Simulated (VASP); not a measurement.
# Hf (P6_3/mmc) in VASP: further runs

Hf is run at these levels: PBE; tasks: single point.

All numbers are computed with VASP 6.6.1; they aren't measurements. Logs are shortened: lines on timing, memory, paths and dates and some standing lists are left out, and cuts for length are marked.

## Step 1: The cell of the first run

The structure is hexagonal, space group P6_3/mmc (No. 194). The conventional cell has a = 3.240 Å, b = 3.240 Å, c = 4.922 Å, α = 90.00°, β = 90.00°, γ = 120.00°. Hf (site symmetry -6m2) has 12 Hf at 3.09 to 3.24 Å within 4.1 Å.

## Step 2: Single point, PBE

File INCAR:

```
SYSTEM = Hf
PREC = Accurate ; ENCUT = 520
EDIFF = 1E-6 ; ISMEAR = 0
SIGMA = 0.15 ; LREAL = .FALSE.
LASPH = .TRUE. ; NELM = 100
ALGO = Fast ; ISIF = 2
LWAVE = .FALSE. ; LCHARG = .FALSE.
GGA = PE ; NBANDS = 17
```

File KPOINTS:

```
regular mesh
0
G
  18 18 10
  0 0 0
```

File POSCAR:

```
Hf
1.0
    3.2404943572      0.0000000000      0.0000000000
   -1.6202471786      2.8063504341      0.0000000000
    0.0000000000      0.0000000000      4.9220098005
Hf
2
Direct
    0.3333333333      0.6666666667      0.2500000000
    0.6666666667      0.3333333333      0.7500000000
```

Potentials or basis: VASP PAW PBE potentials, release 64 (Hf_pv).

The run is started by

```bash
$ cat potpaw_PBE.64/Hf_pv/POTCAR > POTCAR
$ mpirun -np 1 vasp_std > vasp.out
```

OUTCAR:

```text
SYSTEM = Hf
   PREC = Accurate
   ENCUT = 520
   EDIFF = 1E-6
   ISMEAR = 0
   LREAL = .FALSE.
   LASPH = .TRUE.
   NELM = 100
   ISIF = 2
   GGA = PE

 ion  position               nearest neighbor table
   1  0.333  0.667  0.250-   2 3.09   2 3.09   2 3.09   2 3.09   2 3.09   2 3.09
   2  0.667  0.333  0.750-   1 3.09   1 3.09   1 3.09   1 3.09   1 3.09   1 3.09

  LATTYP: Found a hexagonal cell.
 ALAT       =     3.2404943572
 C/A-ratio  =     1.5189070734

  Lattice vectors:

 A1 = (   3.2404943572,   0.0000000000,   0.0000000000)
 A2 = (  -1.6202471786,   2.8063504341,   0.0000000000)
 A3 = (   0.0000000000,   0.0000000000,   4.9220098005)

Analysis of symmetry for initial positions (statically):
=====================================================================
 Subroutine PRICEL returns:
 Original cell was already a primitive cell.

 Routine SETGRP: Setting up the symmetry group for a
 hexagonal supercell.

 Subroutine GETGRP returns: Found 24 space group operations
 (whereof 12 operations were pure point group operations)
 out of a pool of 24 trial point group operations.

The static configuration has the point symmetry D_3d.
 The point group associated with its full space group is D_6h.

Analysis of symmetry for dynamics (positions and initial velocities):
=====================================================================
 Subroutine PRICEL returns:
 Original cell was already a primitive cell.

 Routine SETGRP: Setting up the symmetry group for a
 hexagonal supercell.

 Subroutine GETGRP returns: Found 24 space group operations
 (whereof 12 operations were pure point group operations)
 out of a pool of 24 trial point group operations.

The dynamic configuration has the point symmetry D_3d.
 The point group associated with its full space group is D_6h.

 Subroutine INISYM returns: Found 24 space group operations
 (whereof 12 operations are pure point group operations),
 and found     1 'primitive' translations

----------------------------------------------------------------------------------------

                                     Primitive cell

  volume of cell :      44.7606

  direct lattice vectors                    reciprocal lattice vectors
     3.240494357  0.000000000  0.000000000     0.308594890  0.178167343  0.000000000
    -1.620247179  2.806350434  0.000000000     0.000000000  0.356334686  0.000000000
     0.000000000  0.000000000  4.922009800     0.000000000  0.000000000  0.203169039

  length of vectors
     3.240494357  3.240494357  4.922009800     0.356334686  0.356334686  0.203169039

  position of ions in fractional coordinates (direct lattice)
     0.333333333  0.666666667  0.250000000
     0.666666667  0.333333333  0.750000000

  ion indices of the primitive-cell ions
   primitive index   ion index
                 1           1
                 2           2

----------------------------------------------------------------------------------------

 KPOINTS: regular mesh

Automatic generation of k-mesh.
 Grid dimensions read from file:
 generate k-points for:   18   18   10

 Generating k-lattice:

  Cartesian coordinates                     Fractional coordinates (reciprocal lattice)
     0.017144161  0.009898186  0.000000000     0.055555556 -0.000000000  0.000000000
     0.000000000  0.019796371  0.000000000     0.000000000  0.055555556  0.000000000
     0.000000000  0.000000000  0.020316904     0.000000000  0.000000000  0.100000000

  Length of vectors
     0.019796371  0.019796371  0.020316904

  Shift w.r.t. Gamma in fractional coordinates (k-lattice)
     0.000000000  0.000000000  0.000000000

 Subroutine IBZKPT returns following result:
 ===========================================

 Found    222 irreducible k-points:

 Following reciprocal coordinates:
            Coordinates               Weight
  0.000000  0.000000  0.000000      1.000000
  0.055556  0.000000  0.000000      6.000000
  0.111111  0.000000  0.000000      6.000000
  0.166667  0.000000  0.000000      6.000000
  0.222222  0.000000  0.000000      6.000000
  0.277778 -0.000000  0.000000      6.000000
[... 16 lines left out ...]
  0.333333  0.111111  0.000000     12.000000
  0.388889  0.111111  0.000000     12.000000
 [... further k-points ...]
   k-points           NKPTS =    222   k-points in BZ     NKDIM =    222   number of bands    NBANDS=     17
   number of dos      NEDOS =    301   number of ions     NIONS =      2
   total plane-waves  NPLWV =  23040
   dimension x,y,z NGX =    24 NGY =   24 NGZ =   40
   dimension x,y,z NGXF=    48 NGYF=   48 NGZF=   80
   ions per type =               2
   NGX,Y,Z   is equivalent  to a cutoff of  12.31, 12.31, 13.51 a.u.
   NGXF,Y,Z  is equivalent  to a cutoff of  24.63, 24.63, 27.02 a.u.
 SYSTEM =  Hf
   PREC   = accura    normal or accurate (medium, high low for compatibility)
   ISTART =      0    job   : 0-new  1-cont  2-samecut
   ICHARG =      2    charge: 1-file 2-atom 10-const
   ISPIN  =      1    spin polarized calculation?
   LNONCOLLINEAR =      F non collinear calculations
   LSORBIT =      F    spin-orbit coupling
   LASPH  =      T    aspherical Exc in radial PAW
   ENCUT  =  520.0 eV  38.22 Ry    6.18 a.u.   6.03  6.03  9.15*2*pi/ulx,y,z
   NELM   =    100;   NELMIN=  2; NELMDL= -5     # of ELM steps
   EDIFF  = 0.1E-05   stopping-criterion for ELM
   LREAL  =      F    real-space projection
   EDIFFG = 0.1E-04   stopping-criterion for IOM
   NSW    =      0    number of steps for IOM
   IBRION =     -1    ionic relax: 0-MD 1-quasi-New 2-CG
   NFREE  =      0    steps in history (QN), initial steepest desc. (CG)
   ISIF   =      2    stress and relaxation
   ISYM   =      2    0-nonsym 1-usesym 2-fastsym
   POTIM  = 0.5000    time-step for ionic-motion
   TEBEG  =    0.0;   TEEND  =   0.0 temperature during run
   PSTRESS=    0.0 pullay stress
   NELECT =      20.0000    total number of electrons
   NUPDOWN=      -1.0000    fix difference up-down
   EMIN   =  10.00;   EMAX   =-10.00  energy-range for DOS
   EFERMI =   0.00;   METHOD = LEGACY
   ISMEAR =     0;   SIGMA  =   0.15  broadening in eV -4-tet -1-fermi 0-gaus
   EFERMI_NEDOS =   21; number of points for ismear=-14 and -15
   IALGO  =     68    algorithm
   IMIX   =      4    mixing-type and parameters
     AMIX     =   0.40;   BMIX     =  1.00
     AMIX_MAG =   1.60;   BMIX_MAG =  1.00
  volume/ion in A,a.u.               =      22.38       151.03
  Fermi-wavevector in a.u.,A,eV,Ry     =   1.251564  2.365112 21.312324  1.566412
  Thomas-Fermi vector in A             =   2.385505
   LORBIT       =      0    0 simple, 1 ext, 2 COOP (PROOUT), +10 PAW based schemes
   GGA     = PE    functional components
   LHFCALC =     F    Hartree Fock is set to
   AEXX    =    0.0000 exact exchange contribution
   IVDW    =     0    specifies the selected vdW correction
   LEPSILON=     F    determine dielectric tensor
   LRPA    =     F    only Hartree local field effects (RPA)
 non-spin polarized calculation
 RMM-DIIS sequential band-by-band and
 Gauss-broadening in eV      SIGMA  =   0.15
  energy-cutoff  :      520.00
  volume of cell :       44.76
 maximum number of plane-waves:      1230
   NGX = 13   NGY = 13   NGZ = 19

 number of electron      20.0000000 magnetization

 Free energy of the ion-electron system (eV)
  ---------------------------------------------------
  ext. energy  EPLUGINS =         0.00000000
  ---------------------------------------------------
  free energy    TOTEN  =       -19.83980400 eV

  energy without entropy =      -19.82355361  energy(sigma->0) =      -19.83167881

 E-fermi :   4.9338     XC(G=0): -11.2799

 val. band max:        4.9325494790   @ k =   0.0556   0.0000   0.3000
 cond. band min:       4.9358576931   @ k =   0.0556   0.0556   0.5000
 fundamental gap:      0.0033082141
 Fermi energy:         4.9338087486

 k-point     1 :       0.0000    0.0000    0.0000
  band No.  band energies     occupation
      1     -26.2137      2.00000
      2     -25.4695      2.00000
      3     -25.4695      2.00000
      4     -25.3124      2.00000
      5     -25.3124      2.00000
      6     -25.2756      2.00000
[... 9 lines left out ...]
     16       7.2331      0.00000
     17      10.1846      0.00000

 k-point     2 :       0.0556    0.0000    0.0000
  band No.  band energies     occupation
      1     -26.2055      2.00000
      2     -25.4844      2.00000
      3     -25.4751      2.00000
      4     -25.3285      2.00000
      5     -25.3139      2.00000
      6     -25.2801      2.00000
[... 9 lines left out ...]
     16       7.1447      0.00000
     17      10.2997      0.00000

 k-point     3 :       0.1111    0.0000    0.0000
  band No.  band energies     occupation
      1     -26.1817      2.00000
      2     -25.5273      2.00000
      3     -25.4908      2.00000
      4     -25.3743      2.00000
      5     -25.3187      2.00000
      6     -25.2937      2.00000
[... 9 lines left out ...]
     16       7.2890      0.00000
     17      10.4738      0.00000

 k-point     4 :       0.1667    0.0000    0.0000
  band No.  band energies     occupation
      1     -26.1433      2.00000
      2     -25.5932      2.00000
      3     -25.5141      2.00000
      4     -25.4429      2.00000
      5     -25.3265      2.00000
      6     -25.3162      2.00000
[... 9 lines left out ...]
     16       7.6812      0.00000
     17      10.7310      0.00000

 k-point     5 :       0.2222    0.0000    0.0000
  band No.  band energies     occupation
      1     -26.0929      2.00000
      2     -25.6743      2.00000
      3     -25.5418      2.00000
      4     -25.5245      2.00000
      5     -25.3472      2.00000
      6     -25.3369      2.00000
[... 9 lines left out ...]
     16       8.1353      0.00000
     17      10.9845      0.00000

 k-point     6 :       0.2778   -0.0000    0.0000
  band No.  band energies     occupation
      1     -26.0334      2.00000
      2     -25.7610      2.00000
      3     -25.6084      2.00000
      4     -25.5704      2.00000
      5     -25.3859      2.00000
      6     -25.3488      2.00000
[... 9 lines left out ...]
     16       8.7492      0.00000
     17      11.1999      0.00000

 k-point     7 :       0.3333    0.0000    0.0000
  band No.  band energies     occupation
      1     -25.9694      2.00000
      2     -25.8426      2.00000
      3     -25.6847      2.00000
      4     -25.5965      2.00000
      5     -25.4303      2.00000
      6     -25.3604      2.00000
[... 9 lines left out ...]
     16       9.4247      0.00000
     17      11.3642      0.00000

 k-point     8 :       0.3889   -0.0000    0.0000
  band No.  band energies     occupation
      1     -25.9091      2.00000
      2     -25.9072      2.00000
      3     -25.7454      2.00000
      4     -25.6174      2.00000
      5     -25.4765      2.00000
      6     -25.3702      2.00000
[... 9 lines left out ...]
     16      10.1092      0.00000
     17      11.4762      0.00000
[... 203 lines left out ...]
      1     -26.1211      2.00000
      2     -25.6115      2.00000
      3     -25.5644      2.00000
      4     -25.4492      2.00000
      5     -25.3427      2.00000
      6     -25.3296      2.00000
[... 9 lines left out ...]
     16       8.0753      0.00000
     17      10.7736      0.00000

 k-point    20 :       0.1667    0.1111    0.0000
  band No.  band energies     occupation
      1     -26.0719      2.00000
      2     -25.6768      2.00000
      3     -25.6242      2.00000
      4     -25.4940      2.00000
      5     -25.3611      2.00000
      6     -25.3605      2.00000
[... 9 lines left out ...]
     16       8.6483      0.00000
     17      10.9480      0.00000

 k-point    21 :       0.2222    0.1111    0.0000
  band No.  band energies     occupation
      1     -26.0138      2.00000
      2     -25.7557      2.00000
      3     -25.6767      2.00000
      4     -25.5429      2.00000
      5     -25.3991      2.00000
      6     -25.3789      2.00000
[... 9 lines left out ...]
     16       9.3114      0.00000
     17      11.1093      0.00000

 k-point    22 :       0.2778    0.1111    0.0000
  band No.  band energies     occupation
      1     -25.9508      2.00000
      2     -25.8331      2.00000
      3     -25.7203      2.00000
      4     -25.5903      2.00000
      5     -25.4436      2.00000
      6     -25.3947      2.00000
[... 9 lines left out ...]
     16      10.0353      0.00000
     17      11.2389      0.00000

 k-point    23 :       0.3333    0.1111    0.0000
  band No.  band energies     occupation
      1     -25.8965      2.00000
      2     -25.8889      2.00000
      3     -25.7540      2.00000
      4     -25.6293      2.00000
      5     -25.4905      2.00000
      6     -25.4074      2.00000
[... 9 lines left out ...]
     16      10.7787      0.00000
     17      11.3294      0.00000

 k-point    24 :       0.3889    0.1111    0.0000
  band No.  band energies     occupation
      1     -25.9377      2.00000
      2     -25.8385      2.00000
      3     -25.7756      2.00000
      4     -25.6548      2.00000
      5     -25.5311      2.00000
      6     -25.4156      2.00000
[... 9 lines left out ...]
     16      11.3822      0.00000
     17      11.4360      0.00000

 [... further k-points ...]
[... 5 lines left out ...]
  --------------------------------------------------------------------------------------
  -------------------------------------------------------------------------------------
  Total       -0.3199489     -0.3199489      1.0962891      0.0000000     -0.0000000      0.0000000
  in kB      -11.4523766    -11.4523766     39.2409971      0.0000000     -0.0000000      0.0000000
  external PRESSURE =       5.4454147 kB  Pullay stress =       0.0000000 kB

 VOLUME and BASIS-vectors are now :
 -----------------------------------------------------------------------------
  energy-cutoff  :      520.00
  volume of cell :       44.76
      direct lattice vectors                 reciprocal lattice vectors
     3.240494357  0.000000000  0.000000000     0.308594890  0.178167343  0.000000000
    -1.620247179  2.806350434  0.000000000     0.000000000  0.356334686  0.000000000
     0.000000000  0.000000000  4.922009800     0.000000000  0.000000000  0.203169039

 POSITION                                       TOTAL-FORCE (eV/Angst)
 -----------------------------------------------------------------------------------
     -0.00000      1.87090      1.23050         0.000000      0.000000      0.000000
      1.62025      0.93545      3.69151        -0.000000     -0.000000      0.000000
 -----------------------------------------------------------------------------------
    total drift:                               -0.000000      0.000000     -0.000000

  FREE ENERGIE OF THE ION-ELECTRON SYSTEM (eV)
  ---------------------------------------------------
  free  energy   TOTEN  =       -19.8398040043 eV

  energy  without entropy=      -19.8235536062  energy(sigma->0) =      -19.83167881
```

Wall time 99 s (1 thread of AMD EPYC 9R45 (Zen 5), shared host); peak memory 0.23 GiB.

Results:

* Free energy: -19.8398 eV
* Pressure: 0.5 GPa
* Band gap on the k mesh: zero (band 10 reaches 6.00 eV, above the bottom of band 11 at 4.48 eV)

Stress tensor (GPa, compression positive):
```
-1.15  0.00  0.00
 0.00 -1.15  0.00
 0.00  0.00  3.92
```

Caveat: spin-orbit coupling is left out, which moves the levels of the heavy elements.

## Step 3: Single point, PBE

This run uses another cell than the first one, of the same volume but with other edges.

File INCAR:

```
PREC = Accurate ; ENCUT = 520
EDIFF = 1E-7 ; ISMEAR = 0
SIGMA = 0.15 ; LREAL = F
LASPH = T ; NELM = 60
ALGO = Fast ; ISIF = 2
LWAVE = F ; LCHARG = F
GGA = PE ; NBANDS = 17
```

File KPOINTS:

```
Automatic mesh
0
Gamma
  18 18 10
```

File POSCAR:

```
Hf
1.0
    3.1451298529      0.0000000000      0.0000000000
   -1.5725649265      2.7237623508      0.0000000000
    0.0000000000      0.0000000000      5.2250187286
Hf
2
Direct
    0.3333333333      0.6666666667      0.2500000000
    0.6666666667      0.3333333333      0.7500000000
```

Potentials or basis: VASP PAW PBE potentials, release 64 (Hf_pv).

The run is started by

```bash
$ cat potpaw_PBE.64/Hf_pv/POTCAR > POTCAR
$ mpirun -np 1 vasp_std > vasp.out
```

Run time: 1.7 min. Hardware: 1 thread of AMD EPYC 9R45 (Zen 5), shared host; peak memory 0.23 GiB.

The run converged. Its results:

| Item | Value |
| --- | --- |
| Free energy | -19.8300 eV |
| Pressure | 0.3 GPa |
| Band gap on the k mesh | zero (band 10 reaches 5.91 eV, above the bottom of band 11 at 4.50 eV) |

Stress tensor (GPa, compression positive):
```
 2.33  0.00  0.00
 0.00  2.33  0.00
 0.00  0.00 -3.75
```

Levels at points of the mesh, in eV from the Fermi level:
```tsv
k point	band 6	band 7	band 8	band 9	band 10	band 11	band 12	band 13	band 14	band 15
(0.00, 0.00, 0.00)	-30.16	-7.36	-3.83	0.27	1.01	1.30	1.30	2.00	2.00	3.05
(0.50, 0.00, 0.00)	-30.27	-3.28	-2.74	-2.28	-0.59	0.63	1.15	1.43	6.26	6.26
(0.00, 0.00, 0.50)	-30.20	-5.53	-5.53	-0.08	-0.08	1.28	1.28	1.28	1.28	4.83
(0.50, 0.00, 0.50)	-30.36	-3.39	-3.39	-1.10	-1.10	1.24	1.24	2.88	2.88	5.96
```

Caveat: spin-orbit coupling is left out, which moves the levels of the heavy elements.

(Continued in part 2 of 2.)
